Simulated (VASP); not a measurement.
# KI (I4/mmm) in VASP: further runs

Runs on KI. Level: r2SCAN. Tasks: single point.

All numbers are computed with VASP 6.6.1; they aren't measurements. Logs are shortened: lines on timing, memory, paths and dates and some standing lists are left out, and cuts for length are marked.

## 1. The cell of the first run

The structure is tetragonal, space group I4/mmm (No. 139). The conventional cell has a = 4.735 Å, b = 4.735 Å, c = 7.402 Å, α = 90.00°, β = 90.00°, γ = 90.00°. Within 4.4 Å of K (site symmetry 4/mmm) lie 6 I at 3.35 to 3.70 Å. I (site symmetry 4/mmm) has 6 K at 3.35 to 3.70 Å within 4.4 Å.

## 2. Single point, r2SCAN (strain -0.050 along x and y, +0.050 along z)

Contents of POSCAR:

```
KI
1.0
    0.0000000000      3.3483225000      3.7007775000
    3.3483225000      0.0000000000      3.7007775000
    3.3483225000      3.3483225000      0.0000000000
K I
1 1
Direct
    0.0000000000      0.0000000000      0.0000000000
    0.5000000000      0.5000000000      0.5000000000
```

Contents of INCAR.step1:

```
  PREC = Accurate
  ENCUT = 520
  ISMEAR = 0
  SIGMA = 0.05
  LREAL = False
  LASPH = True
  NELM = 100
  NBANDS = 15
  GGA = PE
  ALGO = Normal
  EDIFF = 1E-4
  LWAVE = True
  LCHARG = False
```

Contents of INCAR.step2:

```
  PREC = Accurate
  ENCUT = 520
  EDIFF = 1E-6
  ISMEAR = 0
  SIGMA = 0.05
  LREAL = False
  LASPH = True
  NELM = 100
  ALGO = Normal
  ISIF = 2
  LWAVE = False
  LCHARG = False
  METAGGA = R2SCAN
  LMIXTAU = True
  NBANDS = 15
  ISTART = 1
```

Contents of KPOINTS:

```
regular mesh
0
Gamma
  6 6 6
```

Potentials or basis: VASP PAW PBE potentials, release 64 (K_sv, I).

Run with:

```
> cat potpaw_PBE.64/K_sv/POTCAR potpaw_PBE.64/I/POTCAR > POTCAR
> cp INCAR.step1 INCAR
> mpirun -np 1 vasp_std > vasp.out
> cp INCAR.step2 INCAR
> mpirun -np 1 vasp_std > vasp.out
```

OUTCAR:

```text
PREC = Accurate
   ENCUT = 520
   EDIFF = 1E-6
   ISMEAR = 0
   LREAL = False
   LASPH = True
   NELM = 100
   ISIF = 2
   METAGGA = R2SCAN
   ISTART = 1

 ion  position               nearest neighbor table
   1  0.000  0.000  0.000-   2 3.35   2 3.35   2 3.35   2 3.35
   2  0.500  0.500  0.500-   1 3.35   1 3.35   1 3.35   1 3.35

  LATTYP: Found a body centered tetragonal cell.
 ALAT       =     4.7352430907
 C/A-ratio  =     1.5630781479

  Lattice vectors:

 A1 = (  -3.3483225000,   0.0000000000,   3.7007775000)
 A2 = (   3.3483225000,   0.0000000000,   3.7007775000)
 A3 = (   0.0000000000,   3.3483225000,  -3.7007775000)

Analysis of symmetry for initial positions (statically):
=====================================================================
 Subroutine PRICEL returns:
 Original cell was already a primitive cell.

 Routine SETGRP: Setting up the symmetry group for a
 body centered tetragonal supercell.

 Subroutine GETGRP returns: Found 16 space group operations
 (whereof 16 operations were pure point group operations)
 out of a pool of 16 trial point group operations.

The static configuration has the point symmetry D_4h.

Analysis of symmetry for dynamics (positions and initial velocities):
=====================================================================
 Subroutine PRICEL returns:
 Original cell was already a primitive cell.

 Routine SETGRP: Setting up the symmetry group for a
 body centered tetragonal supercell.

 Subroutine GETGRP returns: Found 16 space group operations
 (whereof 16 operations were pure point group operations)
 out of a pool of 16 trial point group operations.

The dynamic configuration has the point symmetry D_4h.

 Subroutine INISYM returns: Found 16 space group operations
 (whereof 16 operations are pure point group operations),
 and found     1 'primitive' translations

----------------------------------------------------------------------------------------

                                     Primitive cell

  volume of cell :      82.9808

  direct lattice vectors                    reciprocal lattice vectors
     0.000000000  3.348322500  3.700777500    -0.149328507  0.149328507  0.135106744
     3.348322500  0.000000000  3.700777500     0.149328507 -0.149328507  0.135106744
     3.348322500  3.348322500  0.000000000     0.149328507  0.149328507 -0.135106744

  length of vectors
     4.990693105  4.990693105  4.735243091     0.250702689  0.250702689  0.250702689

  position of ions in fractional coordinates (direct lattice)
     0.000000000  0.000000000  0.000000000
     0.500000000  0.500000000  0.500000000

  ion indices of the primitive-cell ions
   primitive index   ion index
                 1           1
                 2           2

----------------------------------------------------------------------------------------

 KPOINTS: regular mesh

Automatic generation of k-mesh.
 Grid dimensions read from file:
 generate k-points for:    6    6    6

 Generating k-lattice:

  Cartesian coordinates                     Fractional coordinates (reciprocal lattice)
    -0.024888085  0.024888085  0.022517791     0.166666667  0.000000000  0.000000000
     0.024888085 -0.024888085  0.022517791     0.000000000  0.166666667  0.000000000
     0.024888085  0.024888085 -0.022517791     0.000000000  0.000000000  0.166666667

  Length of vectors
     0.041783782  0.041783782  0.041783782

  Shift w.r.t. Gamma in fractional coordinates (k-lattice)
     0.000000000  0.000000000  0.000000000

 Subroutine IBZKPT returns following result:
 ===========================================

 Found     30 irreducible k-points:

 Following reciprocal coordinates:
            Coordinates               Weight
  0.000000  0.000000  0.000000      1.000000
  0.166667  0.000000  0.000000      8.000000
  0.333333  0.000000  0.000000      8.000000
  0.500000  0.000000  0.000000      4.000000
  0.166667  0.166667  0.000000      2.000000
  0.333333  0.166667  0.000000      8.000000
[... 16 lines left out ...]
  0.333333  0.000000  0.333333      4.000000
  0.500000  0.000000  0.333333     16.000000
 [... further k-points ...]
   k-points           NKPTS =     30   k-points in BZ     NKDIM =     30   number of bands    NBANDS=     15
   number of dos      NEDOS =    301   number of ions     NIONS =      2
   total plane-waves  NPLWV =  57600
   dimension x,y,z NGX =    40 NGY =   40 NGZ =   36
   dimension x,y,z NGXF=    80 NGYF=   80 NGZF=   72
   ions per type =               1   1
   NGX,Y,Z   is equivalent  to a cutoff of  13.32, 13.32, 12.64 a.u.
   NGXF,Y,Z  is equivalent  to a cutoff of  26.65, 26.65, 25.28 a.u.
 SYSTEM =  unknown system
   PREC   = accura    normal or accurate (medium, high low for compatibility)
   ISTART =      1    job   : 0-new  1-cont  2-samecut
   ICHARG =      0    charge: 1-file 2-atom 10-const
   ISPIN  =      1    spin polarized calculation?
   LNONCOLLINEAR =      F non collinear calculations
   LSORBIT =      F    spin-orbit coupling
   LASPH  =      T    aspherical Exc in radial PAW
   ENCUT  =  520.0 eV  38.22 Ry    6.18 a.u.   9.28  9.28  8.80*2*pi/ulx,y,z
   NELM   =    100;   NELMIN=  2; NELMDL=  0     # of ELM steps
   EDIFF  = 0.1E-05   stopping-criterion for ELM
   LREAL  =      F    real-space projection
   EDIFFG = 0.1E-04   stopping-criterion for IOM
   NSW    =      0    number of steps for IOM
   IBRION =     -1    ionic relax: 0-MD 1-quasi-New 2-CG
   NFREE  =      0    steps in history (QN), initial steepest desc. (CG)
   ISIF   =      2    stress and relaxation
   ISYM   =      2    0-nonsym 1-usesym 2-fastsym
   POTIM  = 0.5000    time-step for ionic-motion
   TEBEG  =    0.0;   TEEND  =   0.0 temperature during run
   PSTRESS=    0.0 pullay stress
   NELECT =      16.0000    total number of electrons
   NUPDOWN=      -1.0000    fix difference up-down
   EMIN   =  10.00;   EMAX   =-10.00  energy-range for DOS
   EFERMI =   0.00;   METHOD = LEGACY
   ISMEAR =     0;   SIGMA  =   0.05  broadening in eV -4-tet -1-fermi 0-gaus
   EFERMI_NEDOS =   21; number of points for ismear=-14 and -15
   IALGO  =     38    algorithm
   IMIX   =      4    mixing-type and parameters
     AMIX     =   0.40;   BMIX     =  1.00
     AMIX_MAG =   1.60;   BMIX_MAG =  1.00
  volume/ion in A,a.u.               =      41.49       279.99
  Fermi-wavevector in a.u.,A,eV,Ry     =   0.945778  1.787260 12.170345  0.894495
  Thomas-Fermi vector in A             =   2.073712
   LORBIT       =      0    0 simple, 1 ext, 2 COOP (PROOUT), +10 PAW based schemes
   METAGGA = R2SCAN    functional components
   LHFCALC =     F    Hartree Fock is set to
   AEXX    =    0.0000 exact exchange contribution
   IVDW    =     0    specifies the selected vdW correction
   LEPSILON=     F    determine dielectric tensor
   LRPA    =     F    only Hartree local field effects (RPA)
 non-spin polarized calculation
 Gauss-broadening in eV      SIGMA  =   0.05
  energy-cutoff  :      520.00
  volume of cell :       82.98
 maximum number of plane-waves:      2252
 NGX is ok and might be reduce to    40
   NGX = 19   NGY = 19   NGZ = 17

 number of electron      16.0000001 magnetization

 Free energy of the ion-electron system (eV)
  ---------------------------------------------------
  ext. energy  EPLUGINS =         0.00000000
  ---------------------------------------------------
  free energy    TOTEN  =       -33.90286904 eV

  energy without entropy =      -33.90286904  energy(sigma->0) =      -33.90286904

 E-fermi :  -0.0777     XC(G=0):  -7.7605

 val. band max:       -0.3978460351   @ k =   0.0000   0.0000   0.0000
 cond. band min:       4.3039980057   @ k =   0.0000   0.0000   0.0000
 fundamental gap:      4.7018440408
 Fermi energy:        -0.0776619626

 k-point     1 :       0.0000    0.0000    0.0000
  band No.  band energies     occupation
      1     -29.9666      2.00000
      2     -12.6985      2.00000
      3     -12.6961      2.00000
      4     -12.6961      2.00000
      5     -11.3493      2.00000
      6      -0.4664      2.00000
      7      -0.3979      2.00000
      8      -0.3978      2.00000
      9       4.3040      0.00000
     10       6.1916      0.00000
     11       6.8194      0.00000
     12       6.8194      0.00000
     13       7.3497      0.00000
     14       7.6867      0.00000
     15       9.9718      0.00000

 k-point     2 :       0.1667    0.0000    0.0000
  band No.  band energies     occupation
      1     -29.9658      2.00000
      2     -12.7679      2.00000
      3     -12.7005      2.00000
      4     -12.6944      2.00000
      5     -11.2328      2.00000
      6      -0.8778      2.00000
      7      -0.5596      2.00000
      8      -0.5047      2.00000
      9       4.9254      0.00000
     10       6.4270      0.00000
     11       6.8297      0.00000
     12       7.1255      0.00000
     13       7.7358      0.00000
     14       8.0738      0.00000
     15      10.9781      0.00000

 k-point     3 :       0.3333    0.0000    0.0000
  band No.  band energies     occupation
      1     -29.9643      2.00000
      2     -12.8869      2.00000
      3     -12.7051      2.00000
      4     -12.6909      2.00000
      5     -11.0201      2.00000
      6      -1.6005      2.00000
      7      -0.7649      2.00000
      8      -0.7029      2.00000
      9       5.5331      0.00000
     10       7.2904      0.00000
     11       7.5288      0.00000
     12       7.9288      0.00000
     13       8.7592      0.00000
     14       9.0390      0.00000
     15      10.0916      0.00000
[... 343 lines left out ...]
 k-point    23 :       0.3333    0.0000    0.3333
  band No.  band energies     occupation
      1     -29.9630      2.00000
      2     -12.8089      2.00000
      3     -12.7254      2.00000
      4     -12.7111      2.00000
      5     -11.0928      2.00000
      6      -1.4914      2.00000
      7      -0.8341      2.00000
      8      -0.7600      2.00000
      9       5.1503      0.00000
     10       6.0959      0.00000
     11       8.2148      0.00000
     12       8.7325      0.00000
     13       9.1314      0.00000
     14       9.4364      0.00000
     15      10.0588      0.00000

 k-point    24 :       0.5000    0.0000    0.3333
  band No.  band energies     occupation
      1     -29.9623      2.00000
      2     -12.7996      2.00000
      3     -12.7325      2.00000
      4     -12.7153      2.00000
      5     -11.0869      2.00000
      6      -1.4875      2.00000
      7      -1.0351      2.00000
      8      -0.8614      2.00000
      9       5.2736      0.00000
     10       6.6661      0.00000
     11       8.0683      0.00000
     12       8.7014      0.00000
     13       9.3580      0.00000
     14       9.8036      0.00000
     15      10.5087      0.00000

 [... further k-points ...]
[... 5 lines left out ...]
  --------------------------------------------------------------------------------------
  -------------------------------------------------------------------------------------
  Total        1.3802764      1.3802764     -0.3727822      0.0000000     -0.0000000      0.0000000
  in kB       26.6501160     26.6501160     -7.1976085      0.0000000     -0.0000000      0.0000000
  external PRESSURE =      15.3675411 kB  Pullay stress =       0.0000000 kB

 VOLUME and BASIS-vectors are now :
 -----------------------------------------------------------------------------
  energy-cutoff  :      520.00
  volume of cell :       82.98
      direct lattice vectors                 reciprocal lattice vectors
     0.000000000  3.348322500  3.700777500    -0.149328507  0.149328507  0.135106744
     3.348322500  0.000000000  3.700777500     0.149328507 -0.149328507  0.135106744
     3.348322500  3.348322500  0.000000000     0.149328507  0.149328507 -0.135106744

 POSITION                                       TOTAL-FORCE (eV/Angst)
 -----------------------------------------------------------------------------------
      0.00000      0.00000      0.00000         0.000000     -0.000000      0.000000
      3.34832      3.34832      3.70078        -0.000000      0.000000     -0.000000
 -----------------------------------------------------------------------------------
    total drift:                                0.000000     -0.000000     -0.000000

  FREE ENERGIE OF THE ION-ELECTRON SYSTEM (eV)
  ---------------------------------------------------
  free  energy   TOTEN  =       -33.9028690390 eV

  energy  without entropy=      -33.9028690390  energy(sigma->0) =      -33.90286904
```

Wall time 2.9 min (1 thread of AMD EPYC 7R43 (Zen 3), shared host); peak memory 0.22 GiB.

What came out:

| Property | Result |
| --- | --- |
| Free energy | -33.9029 eV |
| Pressure | 1.5 GPa |
| Band gap on the k mesh | 4.70 eV |

Caveat: the cell differs from its parent crystal (strain -0.050 along x and y, +0.050 along z); the PAW data sets were made with another functional, which shifts forces and pressure a little; spin-orbit coupling is left out, which moves the levels of the heavy elements.

## 3. Single point, r2SCAN (strain +0.050 along x and y, -0.050 along z)

Contents of POSCAR:

```
KI
1.0
    0.0000000000      3.7007775000      3.3483225000
    3.7007775000      0.0000000000      3.3483225000
    3.7007775000      3.7007775000      0.0000000000
K I
1 1
Direct
    0.0000000000      0.0000000000      0.0000000000
    0.5000000000      0.5000000000      0.5000000000
```

Contents of INCAR.step1:

```
SYSTEM = KI
ALGO = Normal
EDIFF = 1E-4
ENCUT = 520
GGA = PE
ISMEAR = 0
LASPH = .True.
LCHARG = .False.
LREAL = .False.
LWAVE = .True.
NBANDS = 15
NELM = 100
PREC = Accurate
SIGMA = 0.05
```

Contents of INCAR.step2:

```
SYSTEM = KI
ALGO = Normal
EDIFF = 1E-6
ENCUT = 520
ISIF = 2
ISMEAR = 0
ISTART = 1
LASPH = .True.
LCHARG = .True.
LELF = .True.
LMIXTAU = .True.
LREAL = .False.
LVHAR = .True.
LWAVE = .False.
METAGGA = R2SCAN
NBANDS = 15
NELM = 100
PREC = Accurate
SIGMA = 0.05
```

Contents of KPOINTS:

```
k-points
0
Gamma
  6 6 6
  0 0 0
```

Potentials or basis: VASP PAW PBE potentials, release 64 (K_sv, I).

Run with:

```
> cat potpaw_PBE.64/K_sv/POTCAR potpaw_PBE.64/I/POTCAR > POTCAR
> cp INCAR.step1 INCAR
> mpirun -np 1 vasp_std > vasp.out
> cp INCAR.step2 INCAR
> mpirun -np 1 vasp_std > vasp.out
```

Run time: 3.1 min. Hardware: 1 thread of AMD EPYC 7R43 (Zen 3), shared host; peak memory 0.23 GiB.

It converged, with:

| Item | Value |
| --- | --- |
| Free energy | -33.9298 eV |
| Pressure | 0.1 GPa |
| Band gap on the k mesh | 4.47 eV |

Stress tensor (GPa, compression positive):
```
-0.93  0.00  0.00
 0.00 -0.93  0.00
 0.00  0.00  2.05
```

Levels at points of the mesh, in eV from the valence-band top:
```csv
k point,band 6,band 7,band 8,band 9,band 10,band 11
"(0.00, 0.00, 0.00)",-0.02,-0.02,0.00,4.47,6.88,6.88
"(0.50, 0.00, 0.00)",-1.26,-0.35,-0.32,5.95,8.16,8.32
"(0.50, 0.50, 0.00)",-0.88,-0.47,-0.47,5.34,6.46,8.97
"(0.50, 0.00, 0.50)",-1.01,-0.35,-0.26,5.48,6.40,8.69
```

Caveat: the cell differs from its parent crystal (strain +0.050 along x and y, -0.050 along z); the PAW data sets were made with another functional, which shifts forces and pressure a little; spin-orbit coupling is left out, which moves the levels of the heavy elements.

## 4. Single point, r2SCAN (strain +0.050 along x and y, +0.000 along z)

Contents of POSCAR:

```
KI
1.0
    0.0000000000      3.7007775000      3.5245500000
    3.7007775000      0.0000000000      3.5245500000
    3.7007775000      3.7007775000      0.0000000000
K I
1 1
Direct
    0.0000000000      0.0000000000      0.0000000000
    0.5000000000      0.5000000000      0.5000000000
```

Contents of INCAR.step1:

```
  PREC = Accurate
  ENCUT = 520
  ISMEAR = 0
  SIGMA = 0.05
  LREAL = False
  LASPH = True
  NELM = 80
  NBANDS = 15
  GGA = PE
  ALGO = Normal
  EDIFF = 1E-4
  LWAVE = True
  LCHARG = False
```

Contents of INCAR.step2:

```
  PREC = Accurate
  ENCUT = 520
  EDIFF = 1E-7
  ISMEAR = 0
  SIGMA = 0.05
  LREAL = False
  LASPH = True
  NELM = 80
  ALGO = Normal
  ISIF = 2
  LWAVE = False
  LCHARG = False
  METAGGA = R2SCAN
  LMIXTAU = True
  NBANDS = 15
  ISTART = 1
```

Contents of KPOINTS:

```
regular mesh
0
Gamma
  6 6 6
```

Run with:

```
> cat potpaw_PBE.64/K_sv/POTCAR potpaw_PBE.64/I/POTCAR > POTCAR
> cp INCAR.step1 INCAR
> mpirun -np 1 vasp_std > vasp.out
> cp INCAR.step2 INCAR
> mpirun -np 1 vasp_std > vasp.out
```

Wall time 3.9 min (1 thread of AMD EPYC 7R43 (Zen 3), shared host); peak memory 0.24 GiB.

It converged, with:

| Property | Result |
| --- | --- |
| Free energy | -33.9563 eV |
| Pressure | -0.7 GPa |
| Band gap on the k mesh | 4.39 eV |

Stress tensor (GPa, compression positive):
```
-1.06  0.00  0.00
 0.00 -1.06  0.00
 0.00  0.00 -0.10
```

Levels at points of the mesh, in eV from the valence-band top:
```
           k point  band 6  band 7  band 8  band 9  band 10  band 11
(0.00, 0.00, 0.00)    0.00    0.00    0.00    4.39     6.99     6.99
(0.50, 0.00, 0.00)   -1.13   -0.28   -0.26    5.92     8.03     8.41
(0.50, 0.50, 0.00)   -0.86   -0.37   -0.37    5.47     6.31     8.82
(0.50, 0.00, 0.50)   -0.89   -0.33   -0.27    5.53     6.29     8.70
```

Caveat: the cell differs from its parent crystal (strain +0.050 along x and y, +0.000 along z); the PAW data sets were made with another functional, which shifts forces and pressure a little; spin-orbit coupling is left out, which moves the levels of the heavy elements.

## 5. The runs side by side

| cell | gap on the mesh (eV) | pressure (GPa) |
| --- | --- | --- |
| a = 4.991, b = 4.991, c = 4.735 Å, angles 61.7, 61.7, 56.6°, 2 atoms | 4.70 | 1.5 |
| a = 4.991, b = 4.991, c = 5.234 Å, angles 58.4, 58.4, 63.2°, 2 atoms | 4.47 | 0.1 |
| a = 5.111, b = 5.111, c = 5.234 Å, angles 59.2, 59.2, 61.6°, 2 atoms | 4.39 | -0.7 |

Alike in all rows: task single point; level r2SCAN; potentials or basis VASP PAW PBE potentials, release 64 (K_sv, I); no spin polarisation; k mesh 6 × 6 × 6; cutoff (eV) 520; smearing gaussian 0.05 eV.

Caveats: the PAW data sets were made with another functional, which shifts forces and pressure a little; spin-orbit coupling is left out, which moves the levels of the heavy elements.

Total energies depend on the potentials used, so only differences within one code and one set of settings carry meaning.
